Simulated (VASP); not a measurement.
Li: single point with PBE

Li:

```xyz
4
Lattice="3.1004 0.0000 0.0000 -1.5502 2.6850 0.0000 0.0000 0.0000 9.7251" Properties=species:S:1:pos:R:3 pbc="T T T"
Li    0.0000    1.7900    5.2754
Li    0.0000    0.0000    2.8440
Li    1.5502    0.8950    7.7065
Li    0.0000    1.7900    0.4131
```

The cell was generated, and may not be a known phase.

```
Program             : VASP 6.6.1
Task                : single point
Functional          : PBE
Potentials or basis : VASP PAW PBE potentials, release 64 (Li_sv)
Cutoff              : 520 eV
k mesh              : 6 × 6 × 4
Occupations         : gaussian, width 0.1 eV
Spin                : no spin polarisation
```

```json
{"Band gap on the k mesh": "zero (bands 6 and 7 overlap by 3.82 eV)"}
```

Levels at points of the mesh, in eV from the Fermi level:
```tsv
k point	band 3	band 4	band 5	band 6	band 7	band 8	band 9	band 10
(0.00, 0.00, 0.00)	-46.48	-46.48	-3.53	-2.35	-2.35	0.25	3.29	8.65
(0.50, 0.00, 0.00)	-46.47	-46.47	-0.10	0.45	0.69	1.25	3.32	3.37
(0.00, 0.00, 0.50)	-46.48	-46.48	-3.23	-3.23	-0.93	-0.93	5.18	5.18
(0.50, 0.00, 0.50)	-46.47	-46.47	0.09	0.09	1.03	1.03	3.68	3.68
```

Wall time 36 s on 1 thread of Intel Xeon 8259CL, on a shared host, peak memory 0.19 GiB.

Caveat: the k points lie up to 0.39 Å⁻¹ apart, too coarse for converged energies and pressures of a metal.
